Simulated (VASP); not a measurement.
# BaO (Fm-3m) in VASP: single point with PBEsol

Aim: the single point of BaO with PBEsol.

Everything below comes from runs of VASP 6.6.1. Logs are shortened: lines on timing, memory, paths and dates and some standing lists are left out, and cuts for length are marked.

### Step 1. The cell of the first run

It takes space group Fm-3m (No. 225, cubic). The conventional cell has a = 5.435 Å, b = 5.435 Å, c = 5.435 Å, α = 90.00°, β = 90.00°, γ = 90.00°. Ba (site symmetry m-3m) has 6 O at 2.72 Å within 3.6 Å. Within 3.6 Å of O (site symmetry m-3m) lie 6 Ba at 2.72 Å.

### Step 2. Single point, PBEsol (strained cell)

The input, INCAR:

```
ALGO     = Normal         # electronic algorithm
EDIFF    = 1E-6           # SCF threshold, eV
ENCUT    = 600            # plane-wave cutoff, eV
GGA      = PS             # functional
GGA_COMPAT= False        
ISIF     = 2              # what is computed and relaxed
ISMEAR   = 0              # smearing method
LASPH    = True           # aspherical terms in the spheres
LCHARG   = True           # write CHGCAR
LELF     = True           # ELF
LREAL    = False          # projectors in reciprocal space
LVHAR    = True         
LWAVE    = False          # write WAVECAR
NBANDS   = 15             # bands
NELM     = 120            # most SCF steps
PREC     = Accurate       # precision mode
SIGMA    = 0.02           # smearing width, eV
```

The input, KPOINTS:

```
k-points
0
Gamma
  8 8 8
```

The input, POSCAR:

```
BaO
1.0
    0.0000000000      2.7174888417      2.7174888417
    2.7174888417      0.0000000000      2.7174888417
    2.7174888417      2.7174888417      0.0000000000
Ba O
1 1
Direct
    0.0000000000      0.0000000000      0.0000000000
    0.5000000000      0.5000000000      0.5000000000
```

Potentials or basis: VASP PAW PBE potentials, release 64 (Ba_sv, O).

Launch:

```bash
> cat potpaw_PBE.64/Ba_sv/POTCAR potpaw_PBE.64/O/POTCAR > POTCAR
> mpirun -np 1 vasp_std > vasp.out
```

OUTCAR:

```text
EDIFF = 1E-6
   ENCUT = 600
   GGA = PS
   ISIF = 2
   ISMEAR = 0
   LASPH = True
   LREAL = False
   NELM = 120
   PREC = Accurate

 ion  position               nearest neighbor table
   1  0.000  0.000  0.000-   2 2.72   2 2.72   2 2.72   2 2.72   2 2.72   2 2.72
   2  0.500  0.500  0.500-   1 2.72   1 2.72   1 2.72   1 2.72   1 2.72   1 2.72

  LATTYP: Found a face centered cubic cell.
 ALAT       =     5.4349776834

  Lattice vectors:

 A1 = (   0.0000000000,   2.7174888417,   2.7174888417)
 A2 = (   2.7174888417,   0.0000000000,   2.7174888417)
 A3 = (   2.7174888417,   2.7174888417,   0.0000000000)

Analysis of symmetry for initial positions (statically):
=====================================================================
 Subroutine PRICEL returns:
 Original cell was already a primitive cell.

 Routine SETGRP: Setting up the symmetry group for a
 face centered cubic supercell.

 Subroutine GETGRP returns: Found 48 space group operations
 (whereof 48 operations were pure point group operations)
 out of a pool of 48 trial point group operations.

The static configuration has the point symmetry O_h .

Analysis of symmetry for dynamics (positions and initial velocities):
=====================================================================
 Subroutine PRICEL returns:
 Original cell was already a primitive cell.

 Routine SETGRP: Setting up the symmetry group for a
 face centered cubic supercell.

 Subroutine GETGRP returns: Found 48 space group operations
 (whereof 48 operations were pure point group operations)
 out of a pool of 48 trial point group operations.

The dynamic configuration has the point symmetry O_h .

 Subroutine INISYM returns: Found 48 space group operations
 (whereof 48 operations are pure point group operations),
 and found     1 'primitive' translations

----------------------------------------------------------------------------------------

                                     Primitive cell

  volume of cell :      40.1359

  direct lattice vectors                    reciprocal lattice vectors
     0.000000000  2.717488842  2.717488842    -0.183993396  0.183993396  0.183993396
     2.717488842  0.000000000  2.717488842     0.183993396 -0.183993396  0.183993396
     2.717488842  2.717488842  0.000000000     0.183993396  0.183993396 -0.183993396

  length of vectors
     3.843109576  3.843109576  3.843109576     0.318685910  0.318685910  0.318685910

  position of ions in fractional coordinates (direct lattice)
     0.000000000  0.000000000  0.000000000
     0.500000000  0.500000000  0.500000000

  ion indices of the primitive-cell ions
   primitive index   ion index
                 1           1
                 2           2

----------------------------------------------------------------------------------------

 KPOINTS: k-points

Automatic generation of k-mesh.
 Grid dimensions read from file:
 generate k-points for:    8    8    8

 Generating k-lattice:

  Cartesian coordinates                     Fractional coordinates (reciprocal lattice)
    -0.022999174  0.022999174  0.022999174     0.125000000  0.000000000  0.000000000
     0.022999174 -0.022999174  0.022999174     0.000000000  0.125000000  0.000000000
     0.022999174  0.022999174 -0.022999174     0.000000000  0.000000000  0.125000000

  Length of vectors
     0.039835739  0.039835739  0.039835739

  Shift w.r.t. Gamma in fractional coordinates (k-lattice)
     0.000000000  0.000000000  0.000000000

 Subroutine IBZKPT returns following result:
 ===========================================

 Found     29 irreducible k-points:

 Following reciprocal coordinates:
            Coordinates               Weight
  0.000000  0.000000  0.000000      1.000000
  0.125000  0.000000  0.000000      8.000000
  0.250000  0.000000  0.000000      8.000000
  0.375000  0.000000  0.000000      8.000000
  0.500000  0.000000  0.000000      4.000000
  0.125000  0.125000  0.000000      6.000000
[... 16 lines left out ...]
  0.500000  0.250000  0.125000     48.000000
 -0.375000  0.250000  0.125000     24.000000
 [... further k-points ...]
   k-points           NKPTS =     29   k-points in BZ     NKDIM =     29   number of bands    NBANDS=     15
   number of dos      NEDOS =    301   number of ions     NIONS =      2
   total plane-waves  NPLWV =  32768
   dimension x,y,z NGX =    32 NGY =   32 NGZ =   32
   dimension x,y,z NGXF=    64 NGYF=   64 NGZF=   64
   ions per type =               1   1
   NGX,Y,Z   is equivalent  to a cutoff of  13.84, 13.84, 13.84 a.u.
   NGXF,Y,Z  is equivalent  to a cutoff of  27.69, 27.69, 27.69 a.u.
 SYSTEM =  unknown system
   PREC   = accura    normal or accurate (medium, high low for compatibility)
   ISTART =      0    job   : 0-new  1-cont  2-samecut
   ICHARG =      2    charge: 1-file 2-atom 10-const
   ISPIN  =      1    spin polarized calculation?
   LNONCOLLINEAR =      F non collinear calculations
   LSORBIT =      F    spin-orbit coupling
   LASPH  =      T    aspherical Exc in radial PAW
   ENCUT  =  600.0 eV  44.10 Ry    6.64 a.u.   7.68  7.68  7.68*2*pi/ulx,y,z
   NELM   =    120;   NELMIN=  2; NELMDL= -5     # of ELM steps
   EDIFF  = 0.1E-05   stopping-criterion for ELM
   LREAL  =      F    real-space projection
   EDIFFG = 0.1E-04   stopping-criterion for IOM
   NSW    =      0    number of steps for IOM
   IBRION =     -1    ionic relax: 0-MD 1-quasi-New 2-CG
   NFREE  =      0    steps in history (QN), initial steepest desc. (CG)
   ISIF   =      2    stress and relaxation
   ISYM   =      2    0-nonsym 1-usesym 2-fastsym
   POTIM  = 0.5000    time-step for ionic-motion
   TEBEG  =    0.0;   TEEND  =   0.0 temperature during run
   PSTRESS=    0.0 pullay stress
   NELECT =      16.0000    total number of electrons
   NUPDOWN=      -1.0000    fix difference up-down
   EMIN   =  10.00;   EMAX   =-10.00  energy-range for DOS
   EFERMI =   0.00;   METHOD = LEGACY
   ISMEAR =     0;   SIGMA  =   0.02  broadening in eV -4-tet -1-fermi 0-gaus
   EFERMI_NEDOS =   21; number of points for ismear=-14 and -15
   IALGO  =     38    algorithm
   IMIX   =      4    mixing-type and parameters
     AMIX     =   0.40;   BMIX     =  1.00
     AMIX_MAG =   1.60;   BMIX_MAG =  1.00
  volume/ion in A,a.u.               =      20.07       135.43
  Fermi-wavevector in a.u.,A,eV,Ry     =   1.204861  2.276858 19.751452  1.451691
  Thomas-Fermi vector in A             =   2.340574
   LORBIT       =      0    0 simple, 1 ext, 2 COOP (PROOUT), +10 PAW based schemes
   GGA     = PS    functional components
   LHFCALC =     F    Hartree Fock is set to
   AEXX    =    0.0000 exact exchange contribution
   IVDW    =     0    specifies the selected vdW correction
   LEPSILON=     F    determine dielectric tensor
   LRPA    =     F    only Hartree local field effects (RPA)
 non-spin polarized calculation
 Gauss-broadening in eV      SIGMA  =   0.02
  energy-cutoff  :      600.00
  volume of cell :       40.14
 maximum number of plane-waves:      1363
   NGX = 15   NGY = 15   NGZ = 15

 number of electron      15.9999998 magnetization

 Free energy of the ion-electron system (eV)
  ---------------------------------------------------
  ext. energy  EPLUGINS =         0.00000000
  ---------------------------------------------------
  free energy    TOTEN  =       -12.36924210 eV

  energy without entropy =      -12.36924210  energy(sigma->0) =      -12.36924210

 E-fermi :   2.3311     XC(G=0): -10.1216

 val. band max:        2.1297873517   @ k =   0.5000   0.5000   0.0000
 cond. band min:       3.7745821355   @ k =   0.5000   0.5000   0.0000
 fundamental gap:      1.6447947838
 Fermi energy:         2.3310695692

 k-point     1 :       0.0000    0.0000    0.0000
  band No.  band energies     occupation
      1     -23.7506      2.00000
      2     -12.9825      2.00000
      3      -8.1156      2.00000
      4      -8.1156      2.00000
      5      -8.1156      2.00000
      6       1.6129      2.00000
      7       1.6129      2.00000
      8       1.6129      2.00000
      9       5.7265      0.00000
     10       6.7033      0.00000
     11       6.7033      0.00000
     12       6.7033      0.00000
     13       9.1397      0.00000
     14       9.1397      0.00000
     15      11.8954      0.00000

 k-point     2 :       0.1250    0.0000    0.0000
  band No.  band energies     occupation
      1     -23.7041      2.00000
      2     -13.1146      2.00000
      3      -8.1552      2.00000
      4      -8.1362      2.00000
      5      -8.1362      2.00000
      6       1.2503      2.00000
      7       1.3862      2.00000
      8       1.3862      2.00000
      9       6.3662      0.00000
     10       6.6029      0.00000
     11       7.0162      0.00000
     12       7.0162      0.00000
     13       9.5840      0.00000
     14       9.5840      0.00000
     15      12.9367      0.00000

 k-point     3 :       0.2500    0.0000    0.0000
  band No.  band energies     occupation
      1     -23.5882      2.00000
      2     -13.4345      2.00000
      3      -8.2433      2.00000
      4      -8.1847      2.00000
      5      -8.1847      2.00000
      6       0.5725      2.00000
      7       0.9073      2.00000
      8       0.9073      2.00000
      9       6.4773      0.00000
     10       7.8668      0.00000
     11       7.8668      0.00000
     12       8.0652      0.00000
     13      10.6757      0.00000
     14      10.6757      0.00000
     15      15.1978      0.00000
[... 343 lines left out ...]
 k-point    23 :       0.5000    0.2500    0.1250
  band No.  band energies     occupation
      1     -23.4086      2.00000
      2     -13.6332      2.00000
      3      -8.8525      2.00000
      4      -8.6837      2.00000
      5      -8.2459      2.00000
      6       0.4388      2.00000
      7       0.7136      2.00000
      8       1.4357      2.00000
      9       6.1111      0.00000
     10       8.1703      0.00000
     11       9.6688      0.00000
     12       9.8107      0.00000
     13      11.9649      0.00000
     14      13.4772      0.00000
     15      15.1825      0.00000

 k-point    24 :      -0.3750    0.2500    0.1250
  band No.  band energies     occupation
      1     -23.3679      2.00000
      2     -13.6957      2.00000
      3      -8.8742      2.00000
      4      -8.8639      2.00000
      5      -8.2328      2.00000
      6       0.3099      2.00000
      7       1.0299      2.00000
      8       1.0856      2.00000
      9       6.9141      0.00000
     10       7.5432      0.00000
     11      10.1672      0.00000
     12      10.2603      0.00000
     13      12.5850      0.00000
     14      14.2066      0.00000
     15      14.5871      0.00000

 [... further k-points ...]

------------------------ aborting loop because EDIFF is reached ----------------------------------------

  FORCE on cell =-STRESS in cart. coord.  units (eV):
  Direction    XX          YY          ZZ          XY          YZ          ZX
  --------------------------------------------------------------------------------------
  -------------------------------------------------------------------------------------
  Total        1.1532175      1.1532175      1.1532175     -0.0000000     -0.0000000      0.0000000
  in kB       46.0350391     46.0350391     46.0350391     -0.0000000     -0.0000000      0.0000000
  external PRESSURE =      46.0350391 kB  Pullay stress =       0.0000000 kB

 VOLUME and BASIS-vectors are now :
 -----------------------------------------------------------------------------
  energy-cutoff  :      600.00
  volume of cell :       40.14
      direct lattice vectors                 reciprocal lattice vectors
     0.000000000  2.717488842  2.717488842    -0.183993396  0.183993396  0.183993396
     2.717488842  0.000000000  2.717488842     0.183993396 -0.183993396  0.183993396
     2.717488842  2.717488842  0.000000000     0.183993396  0.183993396 -0.183993396

 POSITION                                       TOTAL-FORCE (eV/Angst)
 -----------------------------------------------------------------------------------
      0.00000      0.00000      0.00000         0.000000      0.000000      0.000000
      2.71749      2.71749      2.71749        -0.000000     -0.000000     -0.000000
 -----------------------------------------------------------------------------------
    total drift:                                0.000000     -0.000000      0.000000

  FREE ENERGIE OF THE ION-ELECTRON SYSTEM (eV)
  ---------------------------------------------------
  free  energy   TOTEN  =       -12.3692421005 eV

  energy  without entropy=      -12.3692421005  energy(sigma->0) =      -12.36924210
```

Wall time 7.3 s (1 thread of Intel Xeon 6975P-C (Granite Rapids), shared host); peak memory 0.18 GiB.

What came out:

- Free energy: -12.3692 eV
- Pressure: 4.6 GPa
- Band gap on the k mesh: 1.64 eV

Caveat: the cell differs from its parent crystal (strained cell); the cell stands under pressure; the PAW data sets were made with another functional, which shifts forces and pressure a little; spin-orbit coupling is left out, which moves the levels of the heavy elements. A k mesh can miss the band edges.
